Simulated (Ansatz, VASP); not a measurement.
PBr in VASP and in Ansatz

The input INCAR:

```
SYSTEM = PBr
ALGO = Normal
EDIFF = 1E-6
ENCUT = 520
ISIF = 2
ISMEAR = -1
LASPH = .True.
LCHARG = .False.
LREAL = .False.
LWAVE = .False.
NBANDS = 20
NELM = 60
PREC = Accurate
SIGMA = 0.05
```

KPOINTS

```
k-points
0
Gamma
  4 3 3
  0 0 0
```

File POSCAR:

```
PBr
1.0
    4.9385630000      0.0000000000      0.0000000000
   -2.0623900000      5.1944970000      0.0000000000
   -0.6967810000     -0.6537650000      6.2332560000
Br P
2 2
Direct
    0.6657980000      0.8550130000      0.2427560000
    0.3342020000      0.1449870000      0.7572440000
    0.6407200000      0.4997570000      0.6318710000
    0.3592800000      0.5002430000      0.3681290000
```

Contents of input.yaml:

```yaml
crystal:
  lattice:
    - [4.938563, 0.0, 0.0]
    - [-2.06239, 5.194497, 0.0]
    - [-0.696781, -0.653765, 6.233256]
  atoms:
    - { symbol: Br, position: [0.665798, 0.855013, 0.242756] }
    - { symbol: Br, position: [0.334202, 0.144987, 0.757244] }
    - { symbol: P, position: [0.64072, 0.499757, 0.631871] }
    - { symbol: P, position: [0.35928, 0.500243, 0.368129] }
hamiltonian:
  xc: lda
  pseudopotentials: { kind: paw }
kpoints:
  mp_grid: { grid: [4, 3, 3] }
  band_path:
    path:
      - [[0.0, 0.0, -0.5], [0.0, 0.0, 0.0], [0.0, 0.5, 0.0]]
      - [[0.0, 0.5, -0.5], [0.0, 0.0, 0.0], [0.5, -0.5, 0.0]]
      - [[0.5, -0.5, -0.5], [0.0, 0.0, 0.0], [0.5, 0.0, 0.0]]
      - [[0.5, 0.0, -0.5], [0.0, 0.0, 0.0]]
    npoints: 14
scf:
  occupations: { method: fermi_dirac, width: 0.05 }
  n_extra_bands: 10
output:
  forces: true
  stress: true
  eigenvalues: true
  fatbands: true
  write_density: true
  write_potential: true
  elf: true
  volumetric_format: npy
```

Alike in both runs: functional LDA; k mesh 4 × 3 × 3; occupations fermi-dirac, width 0.05 eV; no spin polarisation.

|  | VASP | Ansatz |
| --- | --- | --- |
| version | VASP 6.6.1 | Ansatz 0.2.0 |
| potentials or method | VASP PAW LDA potentials, release 64 (Br, P) | Ansatz PAW |
| plane-wave cutoff (eV) | 520 | 420 |
| valence electrons in the cell | 24 | 24 |
| task | single point | band structure |

```tsv
	VASP	Ansatz	Ansatz less VASP
gap on the k mesh at the Fermi level (eV)	1.56	1.58	+0.012
least direct gap on the mesh (eV)	1.56	1.58	+0.012
pressure (GPa)	-1.7	-1.6	+0.06
traceless stress, the component that is largest in VASP (GPa)	0.53	0.53	-0.002
rms of the force components (eV/Å)	0.181	0.164	-0.0170
```

LDA's correlation is that of Perdew and Zunger in VASP and of Perdew and Wang (1992) in Ansatz. Atom by atom the forces differ by 0.026 eV/Å (rms over components).

Noted on Ansatz's run: the k mesh misses the band edges, so the gap on the mesh is wider than the one along the path.
